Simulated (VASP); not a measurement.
Wanted: the native input for a VASP 6.6.1 run.

```
Task                   : single point
Functional             : LDA
Potentials or basis    : VASP PAW LDA potentials, release 64 (O, H, C)
Cutoff                 : 520 eV
k mesh                 : 1 × 1 × 1
Occupations            : fermi-dirac, width 0.02 eV
Spin                   : no spin polarisation
Dipole correction      : no
Further INCAR settings : LREAL = Auto; ALGO = Normal; EDIFF = 1e-06; NBANDS = 47
```

The structure of H14CO7 lies in POSCAR:

```
H14CO7
1.0
    5.1701790000      0.0000000000      0.0000000000
    0.0000000000      4.4366910000      0.0000000000
    0.0000000000      0.0000000000      5.4865640000
O H C
7 14 1
Direct
    0.4277027933      0.5327844558      0.6456499915
    0.8338782855      0.4528825650      0.7979493176
    0.1883106949      0.1115696360      0.4918743315
    0.2686560755      0.3240478095      0.0760767577
    0.7026836015      0.6277426127      0.3247569882
    0.7603411797      0.1174523986      0.1880776384
    0.0969405508      0.8467571891      0.9386566893
    0.5044506196      0.5764205801      0.4672323152
    0.6074838028      0.4530628795      0.7374378573
    0.7913652506      0.2639805206      1.0626322777
    1.0202741530      0.1439361001      0.5718515267
    0.3259268199      0.3517260950      0.5976964818
    0.1614644290      0.1658668589      0.3118891897
    0.1774213233      0.1478579419     -0.0263006136
    0.2182903145      0.6802592292     -0.0516534574
    0.8693702868      0.6069838986      0.4116237412
    0.4470638251      0.3007421522      0.0225095342
    0.6595709742      0.1930267400      0.3208383243
    0.7257582378     -0.1836954613      0.2161279810
   -0.1675764031      0.9349760892      0.7212164116
    0.0709066359      0.7175392652      0.5874897295
   -0.0559361678      0.7333844074      0.7461865022
```

These files were run (other wordings do the same):

INCAR

```
SYSTEM = H14CO7
PREC     = Accurate       ! precision mode
ENCUT    = 520            ! plane-wave cutoff, eV
EDIFF    = 1E-6           ! SCF threshold, eV
ISMEAR   = -1             ! smearing method
SIGMA    = 0.02           ! smearing width, eV
LREAL    = Auto         
LASPH    = .TRUE.         ! aspherical terms in the spheres
NELM     = 80             ! most SCF steps
ALGO     = Normal         ! electronic algorithm
ISIF     = 2              ! what is computed and relaxed
LWAVE    = .FALSE.        ! write WAVECAR
LCHARG   = .TRUE.         ! write CHGCAR
LELF     = .TRUE.         ! ELF
LVHAR    = .TRUE.       
NBANDS   = 47             ! bands
```

KPOINTS

```
regular mesh
0
G
  1 1 1
  0 0 0
```

Potentials or basis: VASP PAW LDA potentials, release 64 (O, H, C).

Run with:

```bash
$ cat potpaw_LDA.64/O/POTCAR potpaw_LDA.64/H/POTCAR potpaw_LDA.64/C/POTCAR > POTCAR
$ mpirun -np 1 vasp_gam > vasp.out
```

It gave:

The pressure is 13.8 GPa, the largest force is 2.765 eV/Å and the band gap on the k mesh is 5.28 eV.

Caveat: the k points lie up to 1.42 Å⁻¹ apart.

Wall time 26 s on 1 thread of Intel(R) Xeon(R) Platinum 8375C CPU @ 2.90GHz (Ice Lake) (shared host), peak memory 0.18 GiB.
